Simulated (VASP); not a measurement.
# TiSi16 (a cell with a defect) in VASP: further runs

Runs on TiSi16 (a cell with a defect). Level: PBEsol. Tasks: single point.

Program: VASP 6.6.1. These are calculated values, not measurements. Logs are shortened: lines on timing, memory, paths and dates and some standing lists are left out, and cuts for length are marked.

### Step 1. The cell of the first run

The cell holds a defect, 17 atoms: a = 7.679 Å, b = 7.679 Å, c = 7.679 Å, α = 60.00°, β = 60.00°, γ = 60.00°.

### Step 2. Single point, PBEsol

Input file INCAR:

```
PREC = Accurate ; ENCUT = 520
EDIFF = 1E-6 ; ISMEAR = -1
SIGMA = 0.05 ; LREAL = Auto
LASPH = True ; NELM = 80
ALGO = Normal ; ISIF = 2
LWAVE = False ; LCHARG = False
GGA = PS ; NBANDS = 52
```

Input file KPOINTS:

```
Automatic mesh
0
Gamma
  2 2 2
```

Input file POSCAR:

```
TiSi16
1.0
    0.0000000000      5.4300000000      5.4300000000
    5.4300000000      0.0000000000      5.4300000000
    5.4300000000      5.4300000000      0.0000000000
Si Ti
16 1
Direct
   -0.0115182320     -0.0111233886      0.0274077348
    0.1257031308      0.1260443831      0.1239432781
    0.0118735727      0.0112448435      0.4961794659
    0.1141013812      0.1135779926      0.6545280847
    0.0101225599      0.5000639963     -0.0164789134
    0.1256659300      0.6179491713      0.1240966851
    0.0113974217      0.4768784530      0.4964642726
    0.1575329650      0.6131226519      0.6120355433
    0.4996748619      0.0104684162     -0.0163017495
    0.6175621547      0.1260667587      0.1241660221
    0.4775541436      0.0108773481      0.4965959484
    0.6138693370      0.1567805709      0.6121603131
    0.4995148250      0.4999056169     -0.0159098527
    0.6379404236      0.6383540516      0.0791938306
    0.5154817680      0.5147639042      0.4512712707
    0.6137810313      0.6133335175      0.6124272560
    0.7951283610      0.7944721915      0.6120528545
```

Potentials or basis: VASP PAW PBE potentials, release 64 (Si, Ti_sv).

Started as:

```bash
$ cat potpaw_PBE.64/Si/POTCAR potpaw_PBE.64/Ti_sv/POTCAR > POTCAR
$ mpirun -np 1 vasp_std > vasp.out
```

OUTCAR:

```text
PREC = Accurate
   ENCUT = 520
   EDIFF = 1E-6
   ISMEAR = -1
   LREAL = Auto
   LASPH = True
   NELM = 80
   ISIF = 2
   GGA = PS

 ion  position               nearest neighbor table
   1  0.988  0.989  0.027-  10 2.33   6 2.33   2 2.33   4 2.34
   2  0.126  0.126  0.124-   1 2.33   3 2.34   9 2.35   5 2.35
   3  0.012  0.011  0.496-   4 2.29   2 2.34  17 2.48  12 2.50   8 2.50
   4  0.114  0.114  0.655-   3 2.29   7 2.29  11 2.29   1 2.34
   5  0.010  0.500  0.984-   8 2.33  14 2.34   6 2.35   2 2.35
   6  0.126  0.618  0.124-   1 2.33   7 2.34  13 2.35   5 2.35
   7  0.011  0.477  0.496-   4 2.29   6 2.34  17 2.48  16 2.50   8 2.50
   8  0.158  0.613  0.612-  15 2.26   5 2.33  17 2.41   7 2.50   3 2.50
   9  0.500  0.010  0.984-  12 2.33  14 2.34  10 2.35   2 2.35
  10  0.618  0.126  0.124-   1 2.33  11 2.34  13 2.35   9 2.35
  11  0.478  0.011  0.497-   4 2.29  10 2.34  17 2.48  16 2.50  12 2.50
  12  0.614  0.157  0.612-  15 2.26   9 2.33  17 2.41  11 2.50   3 2.50
  13  0.500  0.500  0.984-  16 2.33  14 2.34  10 2.35   6 2.35
  14  0.638  0.638  0.079-  15 2.33  13 2.34   9 2.34   5 2.34  17 2.93
  15  0.515  0.515  0.451-   8 2.26  12 2.26  16 2.26  14 2.33
  16  0.614  0.613  0.612-  15 2.26  13 2.33  17 2.41  11 2.50   7 2.50
  17  0.795  0.794  0.612-  16 2.41  12 2.41   8 2.41  11 2.48   7 2.48   3 2.48  14 2.93

  LATTYP: Found a face centered cubic cell.
 ALAT       =    10.8600000000

  Lattice vectors:

 A1 = (   0.0000000000,   5.4300000000,   5.4300000000)
 A2 = (   5.4300000000,   0.0000000000,   5.4300000000)
 A3 = (   5.4300000000,   5.4300000000,   0.0000000000)

Analysis of symmetry for initial positions (statically):
=====================================================================
 Subroutine PRICEL returns:
 Original cell was already a primitive cell.

 Routine SETGRP: Setting up the symmetry group for a
 face centered cubic supercell.

 Subroutine GETGRP returns: Found  1 space group operations
 (whereof  1 operations were pure point group operations)
 out of a pool of 48 trial point group operations.

The static configuration has the point symmetry C_1 .

Analysis of symmetry for dynamics (positions and initial velocities):
=====================================================================
 Subroutine PRICEL returns:
 Original cell was already a primitive cell.

 Routine SETGRP: Setting up the symmetry group for a
 face centered cubic supercell.

 Subroutine GETGRP returns: Found  1 space group operations
 (whereof  1 operations were pure point group operations)
 out of a pool of 48 trial point group operations.

The dynamic configuration has the point symmetry C_1 .

[... 119 lines left out ...]
   POTIM  = 0.5000    time-step for ionic-motion
   TEBEG  =    0.0;   TEEND  =   0.0 temperature during run
   PSTRESS=    0.0 pullay stress
   NELECT =      76.0000    total number of electrons
   NUPDOWN=      -1.0000    fix difference up-down
   EMIN   =  10.00;   EMAX   =-10.00  energy-range for DOS
   EFERMI =   0.00;   METHOD = LEGACY
   ISMEAR =    -1;   SIGMA  =   0.05  broadening in eV -4-tet -1-fermi 0-gaus
   EFERMI_NEDOS =   21; number of points for ismear=-14 and -15
   IALGO  =     38    algorithm
   IMIX   =      4    mixing-type and parameters
     AMIX     =   0.40;   BMIX     =  1.00
     AMIX_MAG =   1.60;   BMIX_MAG =  1.00
  volume/ion in A,a.u.               =      18.84       127.11
  Fermi-wavevector in a.u.,A,eV,Ry     =   1.013607  1.915439 13.978610  1.027399
  Thomas-Fermi vector in A             =   2.146786
   LORBIT       =      0    0 simple, 1 ext, 2 COOP (PROOUT), +10 PAW based schemes
   GGA     = PS    functional components
   LHFCALC =     F    Hartree Fock is set to
   AEXX    =    0.0000 exact exchange contribution
   IVDW    =     0    specifies the selected vdW correction
   LEPSILON=     F    determine dielectric tensor
   LRPA    =     F    only Hartree local field effects (RPA)
 non-spin polarized calculation
  energy-cutoff  :      520.00
  volume of cell :      320.21
 maximum number of plane-waves:      8646
 NGX is ok and might be reduce to    60
   NGX = 29   NGY = 29   NGZ = 29

 number of electron      76.0000002 magnetization

 Free energy of the ion-electron system (eV)
  ---------------------------------------------------
  ext. energy  EPLUGINS =         0.00000000
  ---------------------------------------------------
  free energy    TOTEN  =       -96.93339502 eV

  energy without entropy =      -96.87653446  energy(sigma->0) =      -96.90496474

 E-fermi :   6.8273     XC(G=0):  -9.8859

 val. band max:        6.7866005847   @ k =   0.5000   0.0000   0.0000
 cond. band min:       6.8375327047   @ k =   0.0000   0.0000   0.5000
 fundamental gap:      0.0509321200
 Fermi energy:         6.8273467723

 k-point     1 :       0.0000    0.0000    0.0000
  band No.  band energies     occupation
      1     -49.8637      2.00000
      2     -26.4358      2.00000
      3     -26.2812      2.00000
      4     -26.2810      2.00000
      5      -5.7488      2.00000
      6      -3.5318      2.00000
[... 413 lines left out ...]
     49       9.8310      0.00000
     50      10.3463      0.00000
 [bands above 50 left out]

------------------------ aborting loop because EDIFF is reached ----------------------------------------

  FORCE on cell =-STRESS in cart. coord.  units (eV):
  Direction    XX          YY          ZZ          XY          YZ          ZX
  --------------------------------------------------------------------------------------
  -------------------------------------------------------------------------------------
  Total        6.9151918      6.8984532      6.9544838     -1.5243223      1.5300744      1.5327534
  in kB       34.6007354     34.5169823     34.7973360     -7.6270729      7.6558541      7.6692586
  external PRESSURE =      34.6383512 kB  Pullay stress =       0.0000000 kB

 VOLUME and BASIS-vectors are now :
 -----------------------------------------------------------------------------
  energy-cutoff  :      520.00
  volume of cell :      320.21
      direct lattice vectors                 reciprocal lattice vectors
     0.000000000  5.430000000  5.430000000    -0.092081031  0.092081031  0.092081031
     5.430000000  0.000000000  5.430000000     0.092081031 -0.092081031  0.092081031
     5.430000000  5.430000000  0.000000000     0.092081031  0.092081031 -0.092081031

 POSITION                                       TOTAL-FORCE (eV/Angst)
 -----------------------------------------------------------------------------------
      5.51842      5.51628     10.73706        -0.028211     -0.026778      0.031328
      1.35743      1.35558      1.36699        -0.047071     -0.046969      0.045126
      2.75531      2.75873      0.12553        -0.072225     -0.072113     -0.090881
      4.17082      4.17366      1.23630        -0.011511     -0.003714      0.031871
      8.05587      5.39549      2.77031        -0.102407     -0.036473      0.104401
      4.02931      1.35621      4.03783        -0.043261     -0.048563      0.045680
[... 9 lines left out ...]
      6.65588      6.65831      6.66323        -0.147338     -0.145231     -0.012930
      7.63743      7.64099      8.63153         1.049099      1.058974     -1.014784
 -----------------------------------------------------------------------------------
    total drift:                                0.007314      0.000863      0.006988

  FREE ENERGIE OF THE ION-ELECTRON SYSTEM (eV)
  ---------------------------------------------------
  free  energy   TOTEN  =       -96.9333950200 eV

  energy  without entropy=      -96.8765344618  energy(sigma->0) =      -96.90496474
```

OSZICAR:

```text
N       E                     dE             d eps       ncg     rms          rms(c)
DAV:   1     0.339764729715E+03    0.33976E+03   -0.30794E+04   840   0.127E+03
DAV:   2    -0.614223842076E+02   -0.40119E+03   -0.38181E+03   952   0.248E+02
DAV:   3    -0.978798892227E+02   -0.36458E+02   -0.35576E+02  1232   0.669E+01
DAV:   4    -0.100461031689E+03   -0.25811E+01   -0.25516E+01  1272   0.152E+01
DAV:   5    -0.100540909993E+03   -0.79878E-01   -0.79607E-01  1080   0.253E+00    0.191E+01
DAV:   6    -0.100020887463E+03    0.52002E+00   -0.21542E+01  1092   0.218E+01    0.173E+01
DAV:   7    -0.979182770792E+02    0.21026E+01   -0.32916E+01  1136   0.274E+01    0.992E+00
DAV:   8    -0.970359872973E+02    0.88229E+00   -0.19868E+00  1024   0.628E+00    0.287E+00
DAV:   9    -0.969339002270E+02    0.10209E+00   -0.53339E-01  1272   0.289E+00    0.702E-01
DAV:  10    -0.969331907633E+02    0.70946E-03   -0.26342E-02  1104   0.607E-01    0.514E-01
DAV:  11    -0.969338209857E+02   -0.63022E-03   -0.67569E-03   952   0.371E-01    0.270E-01
DAV:  12    -0.969333738640E+02    0.44712E-03   -0.23101E-03  1056   0.231E-01    0.788E-02
DAV:  13    -0.969333937177E+02   -0.19854E-04   -0.27283E-04  1072   0.708E-02    0.269E-02
DAV:  14    -0.969333944497E+02   -0.73207E-06   -0.47385E-05  1024   0.280E-02    0.125E-02
DAV:  15    -0.969333950200E+02   -0.57031E-06   -0.53255E-06   984   0.106E-02
   1 F= -.96933395E+02 E0= -.96904965E+02  d E =-.568606E-01
```

Run time: 2 min. Hardware: 1 thread of Intel Xeon 6975P-C (Granite Rapids), shared host; peak memory 0.49 GiB.

What came out:

```
Free energy            : -96.9334 eV
Pressure               : 3.5 GPa
Largest force          : 1.803 eV/Å
Band gap on the k mesh : zero (bands 38 and 39 overlap by 0.45 eV)
```

Forces in eV/Å, atoms in the order of the input:
```
Si  -0.028 -0.027  0.031
Si  -0.047 -0.047  0.045
Si  -0.072 -0.072 -0.091
Si  -0.012 -0.004  0.032
Si  -0.102 -0.036  0.104
Si  -0.043 -0.049  0.046
Si   0.060 -0.055  0.055
Si  -0.134 -0.016  0.138
Si  -0.039 -0.101  0.103
Si  -0.047 -0.040  0.044
Si  -0.049  0.046  0.048
Si  -0.007 -0.138  0.143
Si  -0.106 -0.103  0.044
Si  -0.123 -0.122  0.123
Si  -0.153 -0.150  0.160
Si  -0.147 -0.145 -0.013
Ti   1.049  1.059 -1.015
```

Caveat: the k points lie up to 0.50 Å⁻¹ apart; the PAW data sets were made with another functional, which shifts forces and pressure a little.

(Part 1 of 3 ends here.)
